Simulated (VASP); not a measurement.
Input of a VASP 6.6.1 run:

Contents of INCAR:

```
SYSTEM = Si
  ALGO = Normal
  EDIFF = 1E-6
  ENCUT = 520
  GGA = PE
  ISIF = 2
  ISMEAR = -1
  LASPH = .True.
  LCHARG = .False.
  LREAL = Auto
  LWAVE = .False.
  NBANDS = 48
  NELM = 80
  PREC = Accurate
  SIGMA = 0.02
```

Contents of KPOINTS:

```
k-points
0
Gamma
  2 2 2
  0 0 0
```

File POSCAR:

```
Si
1.0
    0.0000000000      5.4300000000      5.4300000000
    5.4300000000      0.0000000000      5.4300000000
    5.4300000000      5.4300000000      0.0000000000
Si
17
Direct
    0.0075918969     -0.0234222836      0.0080217311
    0.1214116022      0.1196314917      0.1217907919
   -0.0209158379      0.0052876611      0.5079254144
    0.1214025783      0.1196394107      0.6373819521
    0.0010474217      0.4914741252      0.0014232965
    0.1321521179      0.6029139963      0.1325751381
    0.0010388582      0.4914804788      0.5062697974
    0.1147418048      0.6265276243      0.6294716390
    0.5075490792      0.0051965930     -0.0205875691
    0.6369386740      0.1195911602      0.1218379374
    0.5075331492      0.0052116022      0.5080486188
    0.6114990792      0.1650462247      0.6118305709
    0.5058465930      0.4914237569      0.0014666667
    0.6290954880      0.6264325046      0.1151457643
    0.4877355433      0.5362307551      0.4881217311
    0.6290873849      0.6264479742      0.6295310313
    0.3574577348     -0.0727279006      0.3577391344
```

Potentials or basis: VASP PAW PBE potentials, release 64 (Si).

Launch:

```console
$ cat potpaw_PBE.64/Si/POTCAR > POTCAR
$ mpirun -np 1 vasp_std > vasp.out
```

Task: Estimate the band gap on the k mesh.

Result: Zero (band 34 reaches 6.90 eV, above the bottom of band 35 at 6.76 eV).

Task: Estimate the largest force.

Result: 0.297 eV/Å.

Task: Estimate the pressure.

Result: 5.0 GPa.

Forces on the atoms (eV/Å):
```
Si   0.040 -0.040  0.041
Si   0.026 -0.027  0.026
Si  -0.019  0.018  0.101
Si   0.027 -0.026  0.026
Si   0.026 -0.027  0.025
Si   0.039 -0.040  0.040
Si   0.028 -0.026  0.025
Si  -0.003  0.004  0.033
Si   0.103  0.018 -0.018
Si   0.025 -0.026  0.027
Si  -0.019 -0.102 -0.017
Si  -0.066  0.065 -0.065
Si   0.026 -0.026  0.026
Si   0.033  0.003 -0.003
Si  -0.092  0.093 -0.093
Si  -0.003 -0.033 -0.003
Si  -0.171  0.171 -0.172
```

Caveat: the k points lie up to 0.50 Å⁻¹ apart.
